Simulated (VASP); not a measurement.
# Pt (R-3m) in VASP: further runs

Runs on Pt. Level: LDA. Tasks: single point.

Everything below comes from runs of VASP 6.6.1. Logs are shortened: lines on timing, memory, paths and dates and some standing lists are left out, and cuts for length are marked.

**1. The cell of the first run**

It takes space group R-3m (No. 166, trigonal). The conventional cell has a = 2.767 Å, b = 2.767 Å, c = 6.272 Å, α = 90.00°, β = 90.00°, γ = 120.00°. Within 3.5 Å of Pt (site symmetry -3m) lie 12 Pt at 2.63 to 2.77 Å.

**2. Single point, LDA**

The input, INCAR:

```
SYSTEM = Pt
  PREC = Accurate
  ENCUT = 520
  EDIFF = 1E-7
  ISMEAR = 0
  SIGMA = 0.15
  LREAL = .False.
  LASPH = .True.
  NELM = 80
  ALGO = Normal
  ISIF = 2
  LWAVE = .False.
  LCHARG = .True.
  LELF = .True.
  LVHAR = .True.
  NBANDS = 11
```

The input, KPOINTS:

```
Automatic mesh
0
Gamma
  20 20 20
  0 0 0
```

The input, POSCAR:

```
Pt
1.0
   -0.0973383644      1.8591627604      1.8591627604
    1.8591627604     -0.0973383644      1.8591627604
    1.8591627604      1.8591627604     -0.0973383644
Pt
1
Direct
    0.0000000000      0.0000000000      0.0000000000
```

Potentials or basis: VASP PAW LDA potentials, release 64 (Pt).

On the command line:

```sh
$ cat potpaw_LDA.64/Pt/POTCAR > POTCAR
$ mpirun -np 1 vasp_std > vasp.out
```

OUTCAR:

```text
SYSTEM = Pt
   PREC = Accurate
   ENCUT = 520
   EDIFF = 1E-7
   ISMEAR = 0
   LREAL = .False.
   LASPH = .True.
   NELM = 80
   ISIF = 2

 ion  position               nearest neighbor table
   1  0.000  0.000  0.000-

  LATTYP: Found a trigonal (rhomboedric) cell.
 ALAT       =     2.6310543697
 COS(alpha) =     0.4470312885

  Lattice vectors:

 A1 = (  -0.0973383644,   1.8591627604,   1.8591627604)
 A2 = (   1.8591627604,  -0.0973383644,   1.8591627604)
 A3 = (   1.8591627604,   1.8591627604,  -0.0973383644)

Analysis of symmetry for initial positions (statically):
=====================================================================
 Subroutine PRICEL returns:
 Original cell was already a primitive cell.

 Routine SETGRP: Setting up the symmetry group for a
 trigonal (rhombohedral) supercell.

 Subroutine GETGRP returns: Found 12 space group operations
 (whereof 12 operations were pure point group operations)
 out of a pool of 12 trial point group operations.

The static configuration has the point symmetry D_3d.

Analysis of symmetry for dynamics (positions and initial velocities):
=====================================================================
 Subroutine PRICEL returns:
 Original cell was already a primitive cell.

 Routine SETGRP: Setting up the symmetry group for a
 trigonal (rhombohedral) supercell.

 Subroutine GETGRP returns: Found 12 space group operations
 (whereof 12 operations were pure point group operations)
 out of a pool of 12 trial point group operations.

The dynamic configuration has the point symmetry D_3d.

 Subroutine INISYM returns: Found 12 space group operations
 (whereof 12 operations are pure point group operations),
 and found     1 'primitive' translations

----------------------------------------------------------------------------------------

                                     Primitive cell

  volume of cell :      13.8608

  direct lattice vectors                    reciprocal lattice vectors
    -0.097338364  1.859162760  1.859162760    -0.248688403  0.262428094  0.262428094
     1.859162760 -0.097338364  1.859162760     0.262428094 -0.248688403  0.262428094
     1.859162760  1.859162760 -0.097338364     0.262428094  0.262428094 -0.248688403

  length of vectors
     2.631054370  2.631054370  2.631054370     0.446747054  0.446747054  0.446747054

  position of ions in fractional coordinates (direct lattice)
     0.000000000  0.000000000  0.000000000

  ion indices of the primitive-cell ions
   primitive index   ion index
                 1           1

----------------------------------------------------------------------------------------

 KPOINTS: Automatic mesh

Automatic generation of k-mesh.
 Grid dimensions read from file:
 generate k-points for:   20   20   20

 Generating k-lattice:

  Cartesian coordinates                     Fractional coordinates (reciprocal lattice)
    -0.012434420  0.013121405  0.013121405     0.050000000 -0.000000000 -0.000000000
     0.013121405 -0.012434420  0.013121405    -0.000000000  0.050000000 -0.000000000
     0.013121405  0.013121405 -0.012434420    -0.000000000 -0.000000000  0.050000000

  Length of vectors
     0.022337353  0.022337353  0.022337353

  Shift w.r.t. Gamma in fractional coordinates (k-lattice)
     0.000000000  0.000000000  0.000000000

 Subroutine IBZKPT returns following result:
 ===========================================

 Found    781 irreducible k-points:

 Following reciprocal coordinates:
            Coordinates               Weight
  0.000000  0.000000  0.000000      1.000000
  0.050000  0.000000  0.000000      6.000000
  0.100000  0.000000  0.000000      6.000000
  0.150000  0.000000  0.000000      6.000000
  0.200000  0.000000  0.000000      6.000000
  0.250000  0.000000 -0.000000      6.000000
[... 16 lines left out ...]
 -0.400000  0.050000 -0.000000     12.000000
 -0.350000  0.050000 -0.000000     12.000000
 [... further k-points ...]
   k-points           NKPTS =    781   k-points in BZ     NKDIM =    781   number of bands    NBANDS=     11
   number of dos      NEDOS =    301   number of ions     NIONS =      1
   total plane-waves  NPLWV =   8000
   dimension x,y,z NGX =    20 NGY =   20 NGZ =   20
   dimension x,y,z NGXF=    40 NGYF=   40 NGZF=   40
   ions per type =               1
   NGX,Y,Z   is equivalent  to a cutoff of  12.64, 12.64, 12.64 a.u.
   NGXF,Y,Z  is equivalent  to a cutoff of  25.27, 25.27, 25.27 a.u.
 SYSTEM =  Pt
   PREC   = accura    normal or accurate (medium, high low for compatibility)
   ISTART =      0    job   : 0-new  1-cont  2-samecut
   ICHARG =      2    charge: 1-file 2-atom 10-const
   ISPIN  =      1    spin polarized calculation?
   LNONCOLLINEAR =      F non collinear calculations
   LSORBIT =      F    spin-orbit coupling
   LASPH  =      T    aspherical Exc in radial PAW
   ENCUT  =  520.0 eV  38.22 Ry    6.18 a.u.   4.89  4.89  4.89*2*pi/ulx,y,z
   NELM   =     80;   NELMIN=  2; NELMDL= -5     # of ELM steps
   EDIFF  = 0.1E-06   stopping-criterion for ELM
   LREAL  =      F    real-space projection
   EDIFFG = 0.1E-05   stopping-criterion for IOM
   NSW    =      0    number of steps for IOM
   IBRION =     -1    ionic relax: 0-MD 1-quasi-New 2-CG
   NFREE  =      0    steps in history (QN), initial steepest desc. (CG)
   ISIF   =      2    stress and relaxation
   ISYM   =      2    0-nonsym 1-usesym 2-fastsym
   POTIM  = 0.5000    time-step for ionic-motion
   TEBEG  =    0.0;   TEEND  =   0.0 temperature during run
   PSTRESS=    0.0 pullay stress
   NELECT =      10.0000    total number of electrons
   NUPDOWN=      -1.0000    fix difference up-down
   EMIN   =  10.00;   EMAX   =-10.00  energy-range for DOS
   EFERMI =   0.00;   METHOD = LEGACY
   ISMEAR =     0;   SIGMA  =   0.15  broadening in eV -4-tet -1-fermi 0-gaus
   EFERMI_NEDOS =   21; number of points for ismear=-14 and -15
   IALGO  =     38    algorithm
   IMIX   =      4    mixing-type and parameters
     AMIX     =   0.40;   BMIX     =  1.00
     AMIX_MAG =   1.60;   BMIX_MAG =  1.00
  volume/ion in A,a.u.               =      13.86        93.54
  Fermi-wavevector in a.u.,A,eV,Ry     =   1.468292  2.774670 29.332547  2.155881
  Thomas-Fermi vector in A             =   2.583807
   LORBIT       =      0    0 simple, 1 ext, 2 COOP (PROOUT), +10 PAW based schemes
   GGA     = CA    functional components
   LHFCALC =     F    Hartree Fock is set to
   AEXX    =    0.0000 exact exchange contribution
   IVDW    =     0    specifies the selected vdW correction
   LEPSILON=     F    determine dielectric tensor
   LRPA    =     F    only Hartree local field effects (RPA)
 non-spin polarized calculation
 Gauss-broadening in eV      SIGMA  =   0.15
  energy-cutoff  :      520.00
  volume of cell :       13.86
 maximum number of plane-waves:       383
   NGX =  9   NGY =  9   NGZ =  9

 number of electron      10.0000000 magnetization

 Free energy of the ion-electron system (eV)
  ---------------------------------------------------
  ext. energy  EPLUGINS =         0.00000000
  ---------------------------------------------------
  free energy    TOTEN  =        -7.40566215 eV

  energy without entropy =       -7.39074815  energy(sigma->0) =       -7.39820515

 E-fermi :  12.8558     XC(G=0): -14.1748

 val. band max:       12.8558295624   @ k =  -0.2500   0.5000   0.1000
 cond. band min:      12.8571278742   @ k =  -0.4000   0.4500   0.2500
 fundamental gap:      0.0012983119
 Fermi energy:        12.8558482769

 k-point     1 :       0.0000    0.0000    0.0000
  band No.  band energies     occupation
      1       1.6371      2.00000
      2       8.0109      2.00000
      3       8.0109      2.00000
      4       9.2493      2.00000
      5      11.1217      2.00000
      6      11.1217      2.00000
      7      27.1322      0.00000
      8      31.8301      0.00000
      9      31.8301      0.00000
     10      34.4567      0.00000
     11      38.4484      0.00000

 k-point     2 :       0.0500    0.0000    0.0000
  band No.  band energies     occupation
      1       1.7426      2.00000
      2       7.9940      2.00000
      3       8.0381      2.00000
      4       9.2730      2.00000
      5      11.0985      2.00000
      6      11.1003      2.00000
      7      27.3009      0.00000
      8      31.4274      0.00000
      9      32.0189      0.00000
     10      34.5082      0.00000
     11      39.0523      0.00000

 k-point     3 :       0.1000    0.0000    0.0000
  band No.  band energies     occupation
      1       2.0504      2.00000
      2       7.9398      2.00000
      3       8.1087      2.00000
      4       9.3524      2.00000
      5      11.0459      2.00000
      6      11.0515      2.00000
      7      27.7722      0.00000
      8      30.4103      0.00000
      9      32.5734      0.00000
     10      34.8394      0.00000
     11      40.2358      0.00000

 k-point     4 :       0.1500    0.0000    0.0000
  band No.  band energies     occupation
      1       2.5304      2.00000
      2       7.8635      2.00000
      3       8.1903      2.00000
      4       9.4786      2.00000
      5      11.0117      2.00000
      6      11.0262      2.00000
      7      28.4220      0.00000
      8      29.1235      0.00000
      9      33.4602      0.00000
     10      35.4947      0.00000
     11      39.3488      0.00000
[... 239 lines left out ...]
 k-point    22 :      -0.4500    0.0500   -0.0000
  band No.  band energies     occupation
      1       4.5808      2.00000
      2       7.7857      2.00000
      3       9.1984      2.00000
      4      11.0693      2.00000
      5      12.7761      1.54779
      6      13.3152      0.00001
      7      19.3595      0.00000
      8      27.2449      0.00000
      9      31.6998      0.00000
     10      33.6678      0.00000
     11      42.2348      0.00000

 k-point    23 :      -0.4000    0.0500   -0.0000
  band No.  band energies     occupation
      1       4.5772      2.00000
      2       7.8552      2.00000
      3       9.2426      2.00000
      4      10.4142      2.00000
      5      12.4702      1.99972
      6      12.9479      0.38564
      7      20.5552      0.00000
      8      27.5287      0.00000
      9      32.0759      0.00000
     10      34.4579      0.00000
     11      40.9651      0.00000

 k-point    24 :      -0.3500    0.0500   -0.0000
  band No.  band energies     occupation
      1       4.5272      2.00000
      2       7.9642      2.00000
      3       9.2957      2.00000
      4       9.4891      2.00000
      5      12.0381      2.00000
      6      12.5578      1.99505
      7      22.2058      0.00000
      8      28.0227      0.00000
      9      32.8267      0.00000
     10      35.6986      0.00000
     11      39.1051      0.00000

 [... further k-points ...]
[... 5 lines left out ...]
  --------------------------------------------------------------------------------------
  -------------------------------------------------------------------------------------
  Total        2.2618902      2.2618902      2.2618902      0.5769532      0.5769532      0.5769532
  in kB      261.4537719    261.4537719    261.4537719     66.6905007     66.6905007     66.6905007
  external PRESSURE =     261.4537719 kB  Pullay stress =       0.0000000 kB

 VOLUME and BASIS-vectors are now :
 -----------------------------------------------------------------------------
  energy-cutoff  :      520.00
  volume of cell :       13.86
      direct lattice vectors                 reciprocal lattice vectors
    -0.097338364  1.859162760  1.859162760    -0.248688403  0.262428094  0.262428094
     1.859162760 -0.097338364  1.859162760     0.262428094 -0.248688403  0.262428094
     1.859162760  1.859162760 -0.097338364     0.262428094  0.262428094 -0.248688403

 POSITION                                       TOTAL-FORCE (eV/Angst)
 -----------------------------------------------------------------------------------
      0.00000      0.00000      0.00000         0.000000      0.000000      0.000000
 -----------------------------------------------------------------------------------
    total drift:                                0.000000      0.000000      0.000000

  FREE ENERGIE OF THE ION-ELECTRON SYSTEM (eV)
  ---------------------------------------------------
  free  energy   TOTEN  =        -7.4056621463 eV

  energy  without entropy=       -7.3907481506  energy(sigma->0) =       -7.39820515
```

Run time: 58 s. Hardware: 1 thread of Intel Xeon Platinum 8488C (Sapphire Rapids), shared host; peak memory 0.22 GiB.

What came out:

```
Free energy            : -7.4057 eV
Pressure               : 26.1 GPa
Band gap on the k mesh : zero (band 5 reaches 13.66 eV, above the bottom of band 6 at 10.59 eV)
```

Stress tensor (GPa, compression positive):
```
26.15  6.67  6.67
 6.67 26.15  6.67
 6.67  6.67 26.15
```

Caveat: spin-orbit coupling is left out, which moves the levels of the heavy elements.

**3. Single point, LDA**

This run uses another cell than the first one, of 14.29 Å³/atom, 1.031 times its volume.

The input, INCAR:

```
SYSTEM = Pt
PREC     = Accurate       ! precision mode
ENCUT    = 520            ! plane-wave cutoff, eV
EDIFF    = 1E-7           ! SCF threshold, eV
ISMEAR   = 0              ! smearing method
SIGMA    = 0.15           ! smearing width, eV
LREAL    = .False.        ! projectors in reciprocal space
LASPH    = .True.         ! aspherical terms in the spheres
NELM     = 100            ! most SCF steps
ALGO     = Normal         ! electronic algorithm
ISIF     = 2              ! what is computed and relaxed
LWAVE    = .False.        ! write WAVECAR
LCHARG   = .True.         ! write CHGCAR
LELF     = .True.         ! ELF
LVHAR    = .True.       
NBANDS   = 11             ! bands
```

The input, KPOINTS:

```
regular mesh
0
Gamma
  20 20 20
  0 0 0
```

The input, POSCAR:

```
Pt
1.0
   -0.0973383644      1.8786304333      1.8786304333
    1.8786304333     -0.0973383644      1.8786304333
    1.8786304333      1.8786304333     -0.0973383644
Pt
1
Direct
    0.0000000000      0.0000000000      0.0000000000
```

Potentials or basis: VASP PAW LDA potentials, release 64 (Pt).

On the command line:

```sh
$ cat potpaw_LDA.64/Pt/POTCAR > POTCAR
$ mpirun -np 1 vasp_std > vasp.out
```

OUTCAR:

```text
SYSTEM = Pt
   PREC = Accurate
   ENCUT = 520
   EDIFF = 1E-7
   ISMEAR = 0
   LREAL = .False.
   LASPH = .True.
   NELM = 100
   ISIF = 2

 ion  position               nearest neighbor table
   1  0.000  0.000  0.000-

  LATTYP: Found a trigonal (rhomboedric) cell.
 ALAT       =     2.6585671643
 COS(alpha) =     0.4475857262

  Lattice vectors:

 A1 = (  -0.0973383644,   1.8786304333,   1.8786304333)
 A2 = (   1.8786304333,  -0.0973383644,   1.8786304333)
 A3 = (   1.8786304333,   1.8786304333,  -0.0973383644)

Analysis of symmetry for initial positions (statically):
=====================================================================
 Subroutine PRICEL returns:
 Original cell was already a primitive cell.

 Routine SETGRP: Setting up the symmetry group for a
 trigonal (rhombohedral) supercell.

 Subroutine GETGRP returns: Found 12 space group operations
 (whereof 12 operations were pure point group operations)
 out of a pool of 12 trial point group operations.

The static configuration has the point symmetry D_3d.

Analysis of symmetry for dynamics (positions and initial velocities):
=====================================================================
[... 159 lines left out ...]
 cond. band min:      12.2134350856   @ k =  -0.2500   0.5000   0.1000
 fundamental gap:      0.0008768165
 Fermi energy:        12.2127294279

 k-point     1 :       0.0000    0.0000    0.0000
  band No.  band energies     occupation
      1       1.3574      2.00000
      2       7.6041      2.00000
      3       7.6041      2.00000
      4       8.7733      2.00000
      5      10.5608      2.00000
      6      10.5608      2.00000
      7      26.6033      0.00000
      8      31.1386      0.00000
      9      31.1386      0.00000
     10      33.7194      0.00000
     11      37.6151      0.00000
[... 309 lines left out ...]
 k-point    24 :      -0.3500    0.0500    0.0000
  band No.  band energies     occupation
      1       4.2155      2.00000
      2       7.5615      2.00000
      3       8.8278      2.00000
      4       9.0130      2.00000
      5      11.4378      2.00000
      6      11.9327      1.99172
      7      21.3343      0.00000
      8      27.4127      0.00000
      9      31.9420      0.00000
     10      34.7360      0.00000
     11      38.1670      0.00000

 [... further k-points ...]
[... 5 lines left out ...]
  --------------------------------------------------------------------------------------
  -------------------------------------------------------------------------------------
  Total        1.2282845      1.2282845      1.2282845      0.4985639      0.4985639      0.4985639
  in kB      137.7138138    137.7138138    137.7138138     55.8983974     55.8983974     55.8983974
  external PRESSURE =     137.7138138 kB  Pullay stress =       0.0000000 kB

 VOLUME and BASIS-vectors are now :
 -----------------------------------------------------------------------------
  energy-cutoff  :      520.00
  volume of cell :       14.29
      direct lattice vectors                 reciprocal lattice vectors
    -0.097338364  1.878630433  1.878630433    -0.246310634  0.259770232  0.259770232
     1.878630433 -0.097338364  1.878630433     0.259770232 -0.246310634  0.259770232
     1.878630433  1.878630433 -0.097338364     0.259770232  0.259770232 -0.246310634

 POSITION                                       TOTAL-FORCE (eV/Angst)
 -----------------------------------------------------------------------------------
      0.00000      0.00000      0.00000         0.000000     -0.000000      0.000000
 -----------------------------------------------------------------------------------
    total drift:                                0.000000      0.000000      0.000000

  FREE ENERGIE OF THE ION-ELECTRON SYSTEM (eV)
  ---------------------------------------------------
  free  energy   TOTEN  =        -7.4598896530 eV

  energy  without entropy=       -7.4440924286  energy(sigma->0) =       -7.45199104
```

OSZICAR:

```text
N       E                     dE             d eps       ncg     rms          rms(c)
DAV:   1     0.390965620200E+02    0.39097E+02   -0.53909E+03 17534   0.850E+02
DAV:   2    -0.728656301688E+01   -0.46383E+02   -0.44545E+02 19657   0.180E+02
DAV:   3    -0.788408648683E+01   -0.59752E+00   -0.59512E+00 20223   0.195E+01
DAV:   4    -0.788636085443E+01   -0.22744E-02   -0.22742E-02 19964   0.141E+00
DAV:   5    -0.788637770969E+01   -0.16855E-04   -0.16855E-04 20323   0.112E-01    0.156E+01
DAV:   6    -0.751521333519E+01    0.37116E+00   -0.78547E-01 18700   0.706E+00    0.808E+00
DAV:   7    -0.746494763711E+01    0.50266E-01   -0.15879E-01 19888   0.305E+00    0.265E+00
DAV:   8    -0.746005994474E+01    0.48877E-02   -0.76378E-03 18922   0.826E-01    0.560E-01
DAV:   9    -0.745988803308E+01    0.17191E-03   -0.15244E-04 19456   0.118E-01    0.396E-02
DAV:  10    -0.745988951078E+01   -0.14777E-05   -0.38679E-06 20230   0.150E-02    0.421E-03
DAV:  11    -0.745988965666E+01   -0.14588E-06   -0.87029E-08 19808   0.268E-03    0.350E-03
DAV:  12    -0.745988965296E+01    0.37003E-08   -0.20671E-08 10514   0.109E-03
   1 F= -.74598897E+01 E0= -.74519910E+01  d E =-.157972E-01
```

It took 35 s on 1 thread of Intel Xeon 6975P-C (Granite Rapids), shared host; peak memory 0.22 GiB.

Results:

| Quantity | Value |
| --- | --- |
| Free energy | -7.4599 eV |
| Pressure | 13.8 GPa |
| Band gap on the k mesh | zero (band 5 reaches 12.97 eV, above the bottom of band 6 at 10.06 eV) |

Caveat: spin-orbit coupling is left out, which moves the levels of the heavy elements.
